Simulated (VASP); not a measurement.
# RbBr (Fm-3m) in VASP: further runs

Runs on RbBr. Level: PBE. Tasks: electric field gradients.

All numbers are computed with VASP 6.6.1; they aren't measurements. Logs are shortened: lines on timing, memory, paths and dates and some standing lists are left out, and cuts for length are marked.

## 1. The cell of the first run

Symmetry: Fm-3m, No. 225, cubic system. Conventional cell: a = 6.900 Å, b = 6.900 Å, c = 6.900 Å, α = 90.00°, β = 90.00°, γ = 90.00°. Rb (site symmetry m-3m) has 6 Br at 3.45 Å within 4.5 Å. Within 4.5 Å of Br (site symmetry m-3m) lie 6 Rb at 3.45 Å.

## 2. Electric field gradients, PBE (volume scaled by 1.02)

INCAR reads:

```
SYSTEM = RbBr
  PREC = Accurate
  ENCUT = 520
  EDIFF = 1E-8
  ISMEAR = -1
  SIGMA = 0.03
  LREAL = .False.
  LASPH = .True.
  NELM = 100
  ALGO = Normal
  ISIF = 2
  LWAVE = .False.
  LCHARG = .False.
  GGA = PE
  LEFG = .True.
  NBANDS = 15
```

KPOINTS reads:

```
regular mesh
0
Gamma
  7 7 7
  0 0 0
```

POSCAR reads:

```
RbBr
1.0
    0.0000000000      3.4501993370      3.4501993370
    3.4501993370      0.0000000000      3.4501993370
    3.4501993370      3.4501993370      0.0000000000
Rb Br
1 1
Direct
    0.0000000000      0.0000000000      0.0000000000
    0.5000000000      0.5000000000      0.5000000000
```

Potentials or basis: VASP PAW PBE potentials, release 64 (Rb_sv, Br).

Run with:

```
$ cat potpaw_PBE.64/Rb_sv/POTCAR potpaw_PBE.64/Br/POTCAR > POTCAR
$ mpirun -np 1 vasp_std > vasp.out
```

OUTCAR:

```text
SYSTEM = RbBr
   PREC = Accurate
   ENCUT = 520
   EDIFF = 1E-8
   ISMEAR = -1
   LREAL = .False.
   LASPH = .True.
   NELM = 100
   ISIF = 2
   GGA = PE

 ion  position               nearest neighbor table
   1  0.000  0.000  0.000-   2 3.45   2 3.45   2 3.45   2 3.45   2 3.45   2 3.45
   2  0.500  0.500  0.500-   1 3.45   1 3.45   1 3.45   1 3.45   1 3.45   1 3.45

  LATTYP: Found a face centered cubic cell.
 ALAT       =     6.9003986740

  Lattice vectors:

 A1 = (   0.0000000000,   3.4501993370,   3.4501993370)
 A2 = (   3.4501993370,   0.0000000000,   3.4501993370)
 A3 = (   3.4501993370,   3.4501993370,   0.0000000000)

Analysis of symmetry for initial positions (statically):
=====================================================================
 Subroutine PRICEL returns:
 Original cell was already a primitive cell.

 Routine SETGRP: Setting up the symmetry group for a
 face centered cubic supercell.

 Subroutine GETGRP returns: Found 48 space group operations
 (whereof 48 operations were pure point group operations)
 out of a pool of 48 trial point group operations.

The static configuration has the point symmetry O_h .

Analysis of symmetry for dynamics (positions and initial velocities):
=====================================================================
 Subroutine PRICEL returns:
 Original cell was already a primitive cell.

 Routine SETGRP: Setting up the symmetry group for a
 face centered cubic supercell.

 Subroutine GETGRP returns: Found 48 space group operations
 (whereof 48 operations were pure point group operations)
 out of a pool of 48 trial point group operations.

The dynamic configuration has the point symmetry O_h .

 Subroutine INISYM returns: Found 48 space group operations
 (whereof 48 operations are pure point group operations),
 and found     1 'primitive' translations

----------------------------------------------------------------------------------------

                                     Primitive cell

  volume of cell :      82.1415

  direct lattice vectors                    reciprocal lattice vectors
     0.000000000  3.450199337  3.450199337    -0.144919163  0.144919163  0.144919163
     3.450199337  0.000000000  3.450199337     0.144919163 -0.144919163  0.144919163
     3.450199337  3.450199337  0.000000000     0.144919163  0.144919163 -0.144919163

  length of vectors
     4.879318695  4.879318695  4.879318695     0.251007353  0.251007353  0.251007353

  position of ions in fractional coordinates (direct lattice)
     0.000000000  0.000000000  0.000000000
     0.500000000  0.500000000  0.500000000

  ion indices of the primitive-cell ions
   primitive index   ion index
                 1           1
                 2           2

----------------------------------------------------------------------------------------

 KPOINTS: regular mesh

Automatic generation of k-mesh.
 Grid dimensions read from file:
 generate k-points for:    7    7    7

 Generating k-lattice:

  Cartesian coordinates                     Fractional coordinates (reciprocal lattice)
    -0.020702738  0.020702738  0.020702738     0.142857143  0.000000000  0.000000000
     0.020702738 -0.020702738  0.020702738     0.000000000  0.142857143  0.000000000
     0.020702738  0.020702738 -0.020702738     0.000000000  0.000000000  0.142857143

  Length of vectors
     0.035858193  0.035858193  0.035858193

  Shift w.r.t. Gamma in fractional coordinates (k-lattice)
     0.000000000  0.000000000  0.000000000

 Subroutine IBZKPT returns following result:
 ===========================================

 Found     20 irreducible k-points:

 Following reciprocal coordinates:
            Coordinates               Weight
  0.000000  0.000000  0.000000      1.000000
  0.142857  0.000000  0.000000      8.000000
  0.285714  0.000000  0.000000      8.000000
  0.428571  0.000000  0.000000      8.000000
  0.142857  0.142857  0.000000      6.000000
  0.285714  0.142857  0.000000     24.000000
[... 12 lines left out ...]
 -0.428571  0.428571  0.142857     24.000000
 -0.285714  0.428571  0.142857     24.000000
   k-points           NKPTS =     20   k-points in BZ     NKDIM =     20   number of bands    NBANDS=     15
   number of dos      NEDOS =    301   number of ions     NIONS =      2
   total plane-waves  NPLWV =  46656
   dimension x,y,z NGX =    36 NGY =   36 NGZ =   36
   dimension x,y,z NGXF=    72 NGYF=   72 NGZF=   72
   ions per type =               1   1
   NGX,Y,Z   is equivalent  to a cutoff of  12.27, 12.27, 12.27 a.u.
   NGXF,Y,Z  is equivalent  to a cutoff of  24.53, 24.53, 24.53 a.u.
 SYSTEM =  RbBr
   PREC   = accura    normal or accurate (medium, high low for compatibility)
   ISTART =      0    job   : 0-new  1-cont  2-samecut
   ICHARG =      2    charge: 1-file 2-atom 10-const
   ISPIN  =      1    spin polarized calculation?
   LNONCOLLINEAR =      F non collinear calculations
   LSORBIT =      F    spin-orbit coupling
   LASPH  =      T    aspherical Exc in radial PAW
   ENCUT  =  520.0 eV  38.22 Ry    6.18 a.u.   9.07  9.07  9.07*2*pi/ulx,y,z
   NELM   =    100;   NELMIN=  2; NELMDL= -5     # of ELM steps
   EDIFF  = 0.1E-07   stopping-criterion for ELM
   LREAL  =      F    real-space projection
   EDIFFG = 0.1E-06   stopping-criterion for IOM
   NSW    =      0    number of steps for IOM
   IBRION =     -1    ionic relax: 0-MD 1-quasi-New 2-CG
   NFREE  =      0    steps in history (QN), initial steepest desc. (CG)
   ISIF   =      2    stress and relaxation
   ISYM   =      2    0-nonsym 1-usesym 2-fastsym
   POTIM  = 0.5000    time-step for ionic-motion
   TEBEG  =    0.0;   TEEND  =   0.0 temperature during run
   PSTRESS=    0.0 pullay stress
   NELECT =      16.0000    total number of electrons
   NUPDOWN=      -1.0000    fix difference up-down
   EMIN   =  10.00;   EMAX   =-10.00  energy-range for DOS
   EFERMI =   0.00;   METHOD = LEGACY
   ISMEAR =    -1;   SIGMA  =   0.03  broadening in eV -4-tet -1-fermi 0-gaus
   EFERMI_NEDOS =   21; number of points for ismear=-14 and -15
   IALGO  =     38    algorithm
   IMIX   =      4    mixing-type and parameters
     AMIX     =   0.40;   BMIX     =  1.00
     AMIX_MAG =   1.60;   BMIX_MAG =  1.00
  volume/ion in A,a.u.               =      41.07       277.16
  Fermi-wavevector in a.u.,A,eV,Ry     =   0.948988  1.793327 12.253106  0.900578
  Thomas-Fermi vector in A             =   2.077228
   LORBIT       =      0    0 simple, 1 ext, 2 COOP (PROOUT), +10 PAW based schemes
   GGA     = PE    functional components
   LHFCALC =     F    Hartree Fock is set to
   AEXX    =    0.0000 exact exchange contribution
   IVDW    =     0    specifies the selected vdW correction
   LEPSILON=     F    determine dielectric tensor
   LRPA    =     F    only Hartree local field effects (RPA)
 non-spin polarized calculation
  energy-cutoff  :      520.00
  volume of cell :       82.14
 maximum number of plane-waves:      2229
   NGX = 19   NGY = 19   NGZ = 19

 number of electron      15.9999997 magnetization

 Free energy of the ion-electron system (eV)
  ---------------------------------------------------
  ext. energy  EPLUGINS =         0.00000000
  ---------------------------------------------------
  free energy    TOTEN  =        -6.10626018 eV

  energy without entropy =       -6.10626018  energy(sigma->0) =       -6.10626018

 E-fermi :  -1.1348     XC(G=0):  -7.1537

 val. band max:       -1.8279337639   @ k =   0.0000   0.0000   0.0000
 cond. band min:       2.4836693072   @ k =   0.0000   0.0000   0.0000
 fundamental gap:      4.3116030711
 Fermi energy:        -1.1348166255

 k-point     1 :       0.0000    0.0000    0.0000
  band No.  band energies     occupation
      1     -26.2847      2.00000
      2     -13.9891      2.00000
      3     -10.3598      2.00000
      4     -10.3598      2.00000
      5     -10.3598      2.00000
      6      -1.8279      2.00000
      7      -1.8279      2.00000
      8      -1.8279      2.00000
      9       2.4837      0.00000
     10       5.4456      0.00000
     11       5.4456      0.00000
     12       5.4456      0.00000
     13       6.3199      0.00000
     14       6.3199      0.00000
[... 329 lines left out ...]
      2     -13.9681      2.00000
      3     -10.4840      2.00000
      4     -10.4474      2.00000
      5     -10.3489      2.00000
      6      -2.3476      2.00000
      7      -2.1948      2.00000
      8      -2.1332      2.00000
      9       4.9416      0.00000
     10       5.6167      0.00000
     11       6.4134      0.00000
     12       6.7711      0.00000
     13       8.4967      0.00000
     14       8.6553      0.00000
     15       9.4300      0.00000

------------------------ aborting loop because EDIFF is reached ----------------------------------------

  FORCE on cell =-STRESS in cart. coord.  units (eV):
  Direction    XX          YY          ZZ          XY          YZ          ZX
  --------------------------------------------------------------------------------------
  -------------------------------------------------------------------------------------
  Total        0.3618812      0.3618812      0.3618812      0.0000000      0.0000000      0.0000000
  in kB        7.0585257      7.0585257      7.0585257      0.0000000      0.0000000      0.0000000
  external PRESSURE =       7.0585257 kB  Pullay stress =       0.0000000 kB

 VOLUME and BASIS-vectors are now :
 -----------------------------------------------------------------------------
  energy-cutoff  :      520.00
  volume of cell :       82.14
      direct lattice vectors                 reciprocal lattice vectors
     0.000000000  3.450199337  3.450199337    -0.144919163  0.144919163  0.144919163
     3.450199337  0.000000000  3.450199337     0.144919163 -0.144919163  0.144919163
     3.450199337  3.450199337  0.000000000     0.144919163  0.144919163 -0.144919163

 POSITION                                       TOTAL-FORCE (eV/Angst)
 -----------------------------------------------------------------------------------
      0.00000      0.00000      0.00000        -0.000000      0.000000     -0.000000
      3.45020      3.45020      3.45020         0.000000     -0.000000      0.000000
 -----------------------------------------------------------------------------------
    total drift:                                0.000000      0.000000      0.000000

  FREE ENERGIE OF THE ION-ELECTRON SYSTEM (eV)
  ---------------------------------------------------
  free  energy   TOTEN  =        -6.1062601811 eV

  energy  without entropy=       -6.1062601811  energy(sigma->0) =       -6.10626018

 Electric field gradients (V/A^2)
---------------------------------------------------------------------
 ion       V_xx      V_yy      V_zz      V_xy      V_xz      V_yz
---------------------------------------------------------------------
   1      -0.000    -0.000    -0.000    -0.000    -0.000    -0.000
   2       0.000    -0.000     0.000    -0.000    -0.000    -0.000
---------------------------------------------------------------------

 Electric field gradients after diagonalization (V/A^2)
 (convention: |V_zz| > |V_xx| > |V_yy|)
----------------------------------------------------------------------
 ion       V_xx      V_yy      V_zz     asymmetry (V_yy - V_xx)/ V_zz
----------------------------------------------------------------------
   1       0.000     0.000    -0.000       0.000
   2       0.000     0.000    -0.001       0.000
----------------------------------------------------------------------

           NMR quadrupolar parameters

 Cq : quadrupolar parameter    Cq=e*Q*V_zz/h
 eta: asymmetry parameters     (V_yy - V_xx)/ V_zz
 Q  : nuclear electric quadrupole moment in mb (millibarn)
----------------------------------------------------------------------
 ion       Cq(MHz)       eta       Q (mb)
----------------------------------------------------------------------
   1      -0.000       0.000       1.000
   2      -0.000       0.000       1.000
----------------------------------------------------------------------
```

Wall time 14 s (1 thread of Intel Xeon Platinum 8488C (Sapphire Rapids), shared host); peak memory 0.2 GiB.

Results:

| Property | Result |
| --- | --- |
| Free energy | -6.1063 eV |
| Pressure | 0.7 GPa |
| Band gap on the k mesh | 4.31 eV, direct |

Caveat: without QUAD_EFG the Cq values of the log hold for a quadrupole moment of 1 mb, not for the nuclei. A k mesh can miss the band edges.

(Part 1 of 2 ends here.)
